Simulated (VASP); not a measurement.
# As in VASP: single point with PBE

Aim: the single point of As with PBE.

Everything below comes from runs of VASP 6.6.1. Logs are shortened: lines on timing, memory, paths and dates and some standing lists are left out, and cuts for length are marked.

**1. The cell of the first run**

The cell holds a slab with vacuum, 2 atoms: a = 3.605 Å, b = 3.605 Å, c = 24.422 Å, α = 90.00°, β = 90.00°, γ = 120.00°.

**2. Single point, PBE**

INCAR reads:

```
SYSTEM = As
PREC     = Accurate       ! precision mode
ENCUT    = 400            ! plane-wave cutoff, eV
EDIFF    = 1E-6           ! SCF threshold, eV
ISMEAR   = 0              ! smearing method
SIGMA    = 0.04           ! smearing width, eV
LREAL    = .FALSE.        ! projectors in reciprocal space
LASPH    = .TRUE.         ! aspherical terms in the spheres
NELM     = 120            ! most SCF steps
ALGO     = Normal         ! electronic algorithm
ISIF     = 2              ! what is computed and relaxed
LWAVE    = .FALSE.        ! write WAVECAR
LCHARG   = .FALSE.        ! write CHGCAR
LDIPOL   = .TRUE.       
IDIPOL   = 3            
DIPOL    = 0.5 0.5 0.662
GGA      = PE             ! functional
NBANDS   = 12             ! bands
GGA_COMPAT= .FALSE.      
NELMDL   = -8
```

KPOINTS reads:

```
regular mesh
0
G
  12 12 1
  0 0 0
```

POSCAR reads:

```
As
1.0
    3.6048451787      0.0000000000      0.0000000000
   -1.8024225893      3.1218875015      0.0000000000
    0.0000000000      0.0000000000     24.4218884703
As
2
Direct
    0.6666666667      0.3333333333      0.6338949776
    0.3333333333      0.6666666667      0.6910958854
```

Potentials or basis: VASP PAW PBE potentials, release 64 (As).

Launch:

```
> cat potpaw_PBE.64/As/POTCAR > POTCAR
> mpirun -np 1 vasp_std > vasp.out
```

OUTCAR:

```text
SYSTEM = As
   PREC = Accurate
   ENCUT = 400
   EDIFF = 1E-6
   ISMEAR = 0
   LREAL = .FALSE.
   LASPH = .TRUE.
   NELM = 120
   ISIF = 2
   GGA = PE
   NELMDL = -8

 ion  position               nearest neighbor table
   1  0.667  0.333  0.634-   2 2.51   2 2.51   2 2.51
   2  0.333  0.667  0.691-   1 2.51   1 2.51   1 2.51

  LATTYP: Found a hexagonal cell.
 ALAT       =     3.6048451787
 C/A-ratio  =     6.7747399013

  Lattice vectors:

 A1 = (   3.6048451787,   0.0000000000,   0.0000000000)
 A2 = (  -1.8024225893,   3.1218875015,   0.0000000000)
 A3 = (   0.0000000000,   0.0000000000,  24.4218884703)

Analysis of symmetry for initial positions (statically):
=====================================================================
 Subroutine PRICEL returns:
 Original cell was already a primitive cell.

 Routine SETGRP: Setting up the symmetry group for a
 hexagonal supercell.

 Subroutine GETGRP returns: Found 12 space group operations
 (whereof  6 operations were pure point group operations)
 out of a pool of 24 trial point group operations.

The static configuration has the point symmetry C_3v.
 The point group associated with its full space group is D_3d.

Analysis of symmetry for dynamics (positions and initial velocities):
=====================================================================
 Subroutine PRICEL returns:
 Original cell was already a primitive cell.

 Routine SETGRP: Setting up the symmetry group for a
 hexagonal supercell.

 Subroutine GETGRP returns: Found 12 space group operations
 (whereof  6 operations were pure point group operations)
 out of a pool of 24 trial point group operations.

The dynamic configuration has the point symmetry C_3v.
 The point group associated with its full space group is D_3d.

 Subroutine INISYM returns: Found 12 space group operations
 (whereof  6 operations are pure point group operations),
 and found     1 'primitive' translations

----------------------------------------------------------------------------------------

                                     Primitive cell

  volume of cell :     274.8420

  direct lattice vectors                    reciprocal lattice vectors
     3.604845179  0.000000000  0.000000000     0.277404424  0.160159519  0.000000000
    -1.802422589  3.121887501  0.000000000     0.000000000  0.320319038  0.000000000
     0.000000000  0.000000000 24.421888470     0.000000000  0.000000000  0.040946874

  length of vectors
     3.604845179  3.604845179 24.421888470     0.320319038  0.320319038  0.040946874

  position of ions in fractional coordinates (direct lattice)
     0.666666667  0.333333333  0.633894978
     0.333333333  0.666666667  0.691095885

  ion indices of the primitive-cell ions
   primitive index   ion index
                 1           1
                 2           2

----------------------------------------------------------------------------------------

 KPOINTS: regular mesh

Automatic generation of k-mesh.
 Grid dimensions read from file:
 generate k-points for:   12   12    1

 Generating k-lattice:

  Cartesian coordinates                     Fractional coordinates (reciprocal lattice)
     0.023117035  0.013346627  0.000000000     0.083333333  0.000000000  0.000000000
     0.000000000  0.026693253  0.000000000     0.000000000  0.083333333  0.000000000
     0.000000000  0.000000000  0.040946874     0.000000000  0.000000000  1.000000000

  Length of vectors
     0.026693253  0.026693253  0.040946874

  Shift w.r.t. Gamma in fractional coordinates (k-lattice)
     0.000000000  0.000000000  0.000000000

 Subroutine IBZKPT returns following result:
 ===========================================

 Found     19 irreducible k-points:

 Following reciprocal coordinates:
            Coordinates               Weight
  0.000000  0.000000  0.000000      1.000000
  0.083333  0.000000  0.000000      6.000000
  0.166667  0.000000  0.000000      6.000000
  0.250000  0.000000  0.000000      6.000000
  0.333333  0.000000  0.000000      6.000000
  0.416667  0.000000  0.000000      6.000000
[... 11 lines left out ...]
  0.333333  0.250000  0.000000     12.000000
  0.333333  0.333333  0.000000      2.000000
   k-points           NKPTS =     19   k-points in BZ     NKDIM =     19   number of bands    NBANDS=     12
   number of dos      NEDOS =    301   number of ions     NIONS =      2
   total plane-waves  NPLWV =  92160
   dimension x,y,z NGX =    24 NGY =   24 NGZ =  160
   dimension x,y,z NGXF=    48 NGYF=   48 NGZF=  320
   ions per type =               2
   NGX,Y,Z   is equivalent  to a cutoff of  11.07, 11.07, 10.89 a.u.
   NGXF,Y,Z  is equivalent  to a cutoff of  22.14, 22.14, 21.78 a.u.
 SYSTEM =  As
   PREC   = accura    normal or accurate (medium, high low for compatibility)
   ISTART =      0    job   : 0-new  1-cont  2-samecut
   ICHARG =      2    charge: 1-file 2-atom 10-const
   ISPIN  =      1    spin polarized calculation?
   LNONCOLLINEAR =      F non collinear calculations
   LSORBIT =      F    spin-orbit coupling
   LASPH  =      T    aspherical Exc in radial PAW
   ENCUT  =  400.0 eV  29.40 Ry    5.42 a.u.   5.88  5.88 39.83*2*pi/ulx,y,z
   NELM   =    120;   NELMIN=  2; NELMDL= -8     # of ELM steps
   EDIFF  = 0.1E-05   stopping-criterion for ELM
   LREAL  =      F    real-space projection
   EDIFFG = 0.1E-04   stopping-criterion for IOM
   NSW    =      0    number of steps for IOM
   IBRION =     -1    ionic relax: 0-MD 1-quasi-New 2-CG
   NFREE  =      0    steps in history (QN), initial steepest desc. (CG)
   ISIF   =      2    stress and relaxation
   ISYM   =      2    0-nonsym 1-usesym 2-fastsym
   POTIM  = 0.5000    time-step for ionic-motion
   TEBEG  =    0.0;   TEEND  =   0.0 temperature during run
   PSTRESS=    0.0 pullay stress
   NELECT =      10.0000    total number of electrons
   NUPDOWN=      -1.0000    fix difference up-down
   EMIN   =  10.00;   EMAX   =-10.00  energy-range for DOS
   EFERMI =   0.00;   METHOD = LEGACY
   ISMEAR =     0;   SIGMA  =   0.04  broadening in eV -4-tet -1-fermi 0-gaus
   EFERMI_NEDOS =   21; number of points for ismear=-14 and -15
   IALGO  =     38    algorithm
   IMIX   =      4    mixing-type and parameters
     AMIX     =   0.40;   BMIX     =  1.00
     AMIX_MAG =   1.60;   BMIX_MAG =  1.00
  volume/ion in A,a.u.               =     137.42       927.36
  Fermi-wavevector in a.u.,A,eV,Ry     =   0.542476  1.025131  4.003924  0.294280
  Thomas-Fermi vector in A             =   1.570522
   LORBIT       =      0    0 simple, 1 ext, 2 COOP (PROOUT), +10 PAW based schemes
   GGA     = PE    functional components
   LHFCALC =     F    Hartree Fock is set to
   AEXX    =    0.0000 exact exchange contribution
   IVDW    =     0    specifies the selected vdW correction
   LEPSILON=     F    determine dielectric tensor
   LRPA    =     F    only Hartree local field effects (RPA)
 non-spin polarized calculation
 Gauss-broadening in eV      SIGMA  =   0.04
  energy-cutoff  :      400.00
  volume of cell :      274.84
 maximum number of plane-waves:      5016
 NGX is ok and might be reduce to    24
   NGX = 11   NGY = 11   NGZ = 79

 number of electron      10.0000000 magnetization

 dipolmoment           0.000000      0.000000     -0.000000 electrons x Angstroem

 number of electron       9.9999997 magnetization

 dipolmoment           0.000000      0.000000      0.000005 electrons x Angstroem

 Free energy of the ion-electron system (eV)
  ---------------------------------------------------
  ext. energy  EPLUGINS =         0.00000000
  ---------------------------------------------------
  free energy    TOTEN  =        -9.33337677 eV

  energy without entropy =       -9.33337677  energy(sigma->0) =       -9.33337677

 E-fermi :  -3.5767     XC(G=0):  -2.1481

 val. band max:       -3.8190135407   @ k =   0.0000   0.0000   0.0000
 cond. band min:      -2.2075479599   @ k =   0.3333   0.0000   0.0000
 fundamental gap:      1.6114655808
 Fermi energy:        -3.5766593227

 k-point     1 :       0.0000    0.0000    0.0000
  band No.  band energies     occupation
      1     -17.2874      2.00000
      2     -10.9945      2.00000
      3      -4.3747      2.00000
      4      -3.8190      2.00000
      5      -3.8190      2.00000
      6      -1.8791      0.00000
      7      -0.3259      0.00000
      8      -0.3259      0.00000
      9       1.0276      0.00000
     10       1.2650      0.00000
     11       1.7589      0.00000
     12       2.1256      0.00000

 k-point     2 :       0.0833    0.0000    0.0000
  band No.  band energies     occupation
      1     -17.1954      2.00000
      2     -10.9823      2.00000
      3      -4.7102      2.00000
      4      -4.3302      2.00000
      5      -4.0249      2.00000
      6      -1.2575      0.00000
      7      -0.4377      0.00000
      8      -0.1164      0.00000
      9       1.1586      0.00000
     10       1.3758      0.00000
     11       1.8660      0.00000
     12       2.2359      0.00000

 k-point     3 :       0.1667    0.0000    0.0000
  band No.  band energies     occupation
      1     -16.9219      2.00000
      2     -10.9931      2.00000
      3      -6.0248      2.00000
      4      -4.4816      2.00000
      5      -4.2349      2.00000
      6      -1.5679      0.00000
      7       0.2442      0.00000
      8       0.2958      0.00000
      9       1.4892      0.00000
     10       1.7130      0.00000
     11       2.1802      0.00000
     12       2.5534      0.00000
[... 211 lines left out ...]
 k-point    18 :       0.3333    0.2500    0.0000
  band No.  band energies     occupation
      1     -14.3770      2.00000
      2     -13.1596      2.00000
      3      -7.9436      2.00000
      4      -6.2721      2.00000
      5      -5.3676      2.00000
      6      -1.5749      0.00000
      7       0.2615      0.00000
      8       0.8345      0.00000
      9       3.9146      0.00000
     10       4.5234      0.00000
     11       4.7331      0.00000
     12       5.2140      0.00000

 k-point    19 :       0.3333    0.3333    0.0000
  band No.  band energies     occupation
      1     -13.7528      2.00000
      2     -13.7528      2.00000
      3      -8.1725      2.00000
      4      -5.8017      2.00000
      5      -5.8017      2.00000
      6      -1.8181      0.00000
      7       0.7356      0.00000
      8       0.7356      0.00000
      9       4.2519      0.00000
     10       5.0838      0.00000
     11       5.0838      0.00000
     12       5.8767      0.00000

------------------------ aborting loop because EDIFF is reached ----------------------------------------

 vacuum level on the upper side and lower side of the slab       (xc-potential included)        -0.007        -0.007

  FORCE on cell =-STRESS in cart. coord.  units (eV):
  Direction    XX          YY          ZZ          XY          YZ          ZX
  --------------------------------------------------------------------------------------
  -------------------------------------------------------------------------------------
  Total        0.0375573      0.0375573      0.0089248      0.0000000      0.0000000      0.0000000
  in kB        0.2189383      0.2189383      0.0520264      0.0000000      0.0000000      0.0000000
  external PRESSURE =       0.1633010 kB  Pullay stress =       0.0000000 kB

 VOLUME and BASIS-vectors are now :
 -----------------------------------------------------------------------------
  energy-cutoff  :      400.00
  volume of cell :      274.84
      direct lattice vectors                 reciprocal lattice vectors
     3.604845179  0.000000000  0.000000000     0.277404424  0.160159519  0.000000000
    -1.802422589  3.121887501  0.000000000     0.000000000  0.320319038  0.000000000
     0.000000000  0.000000000 24.421888470     0.000000000  0.000000000  0.040946874

 POSITION                                       TOTAL-FORCE (eV/Angst)
 -----------------------------------------------------------------------------------
      1.80242      1.04063     15.48091         0.000000     -0.000000     -0.011143
     -0.00000      2.08126     16.87787        -0.000000      0.000000      0.011143
 -----------------------------------------------------------------------------------
    total drift:                               -0.000000      0.000000      0.000031

  FREE ENERGIE OF THE ION-ELECTRON SYSTEM (eV)
  ---------------------------------------------------
  free  energy   TOTEN  =        -9.3333767705 eV

  energy  without entropy=       -9.3333767705  energy(sigma->0) =       -9.33337677

 vacuum level on the upper side and lower side of the slab         1.525         1.526
```

Wall time 59 s (1 thread of AMD EPYC 7R43 (Zen 3), shared host); peak memory 0.24 GiB.

Results:

```
Free energy            : -9.3334 eV
Largest force          : 0.011 eV/Å
Band gap on the k mesh : 1.61 eV (least direct gap 1.94 eV)
```

Forces on the atoms (eV/Å):
```
As   0.000  0.000 -0.011
As   0.000  0.000  0.011
```
